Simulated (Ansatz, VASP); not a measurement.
V3F: VASP beside Ansatz

Contents of INCAR:

```
SYSTEM = V3F
PREC = Accurate ; ENCUT = 600
EDIFF = 1E-6 ; ISMEAR = 0
SIGMA = 0.1 ; LREAL = .False.
LASPH = .True. ; NELM = 150
ALGO = Normal ; ISIF = 3
LWAVE = .False. ; LCHARG = .False.
ISPIN = 2 ; MAGMOM = 2 2 2 0
LORBIT = 11 ; LMAXMIX = 4
GGA = PE ; IBRION = 2
NSW = 90 ; EDIFFG = -0.04
```

File KPOINTS:

```
regular mesh
0
Gamma
  6 6 6
  0 0 0
```

POSCAR

```
V3F
1.0
    0.0000000000      2.9488631800      2.9488631800
    2.9488631800      0.0000000000      2.9488631800
    2.9488631800      2.9488631800      0.0000000000
V F
3 1
Direct
    0.0000000000      0.0000000000      0.0000000000
    0.2500000000      0.2500000000      0.2500000000
    0.7500000000      0.7500000000      0.7500000000
    0.5000000000      0.5000000000      0.5000000000
```

Input for Ansatz:

```yaml
crystal:
  lattice:
    - [0.0, 2.94886318, 2.94886318]
    - [2.94886318, 0.0, 2.94886318]
    - [2.94886318, 2.94886318, 0.0]
  atoms:
    - { symbol: V, position: [0.0, 0.0, 0.0], spin: 2.0 }
    - { symbol: V, position: [0.25, 0.25, 0.25], spin: 2.0 }
    - { symbol: V, position: [0.75, 0.75, 0.75], spin: 2.0 }
    - { symbol: F, position: [0.5, 0.5, 0.5] }
basis:
  ecutwfc: 420
kpoints:
  mp_grid: { grid: [6, 6, 6] }
hamiltonian:
  xc: pbe
scf:
  occupations: { method: gaussian, width: 0.1 }
  lower_state_search: "off"
output:
  forces: true
  stress: true
  eigenvalues: true
  populations: true
magnetization:
  spin_polarized: true
relax:
  adjacent_minimum: "off"
  f_tol: 0.04
  max_steps: 70
  cell: { stress_tol: 0.4 }
```

Alike in both runs: task relaxation of cell and atoms; functional PBE; k mesh 6 × 6 × 6; occupations gaussian, width 0.1 eV; collinear spin.

|  | VASP | Ansatz |
| --- | --- | --- |
| version | VASP 6.6.1 | Ansatz 0.2.0 |
| potentials or method | VASP PAW PBE potentials, release 64 (V_sv, F), cutoff 600 eV | scalar-relativistic, plane waves, PAW |
| valence electrons in the cell | 46 | 46 |

Ansatz gave:

- gap on the k mesh at the Fermi level, each at its own relaxed structure (eV): none
- net moment per atom (μB): 0.23
- size of the moment on the site where the two differ most (μB): 0.40
- relaxed volume (Å³/atom): 12.92
- relaxed length of the cell vector where the two differ most in proportion (Å): 4.181

**Question.** Which values does VASP return?

**Answer.** gap on the k mesh at the Fermi level, each at its own relaxed structure (eV): none; net moment per atom (μB): 0.24; size of the moment on the site where the two differ most (μB): 0.45; relaxed volume (Å³/atom): 12.99; relaxed length of the cell vector where the two differ most in proportion (Å): 4.189.

Site moments also hang on the region over which each program counts them. A gap of «none» marks a metal or a gap that the smearing closes. Ansatz's warnings: seeded moment not kept.
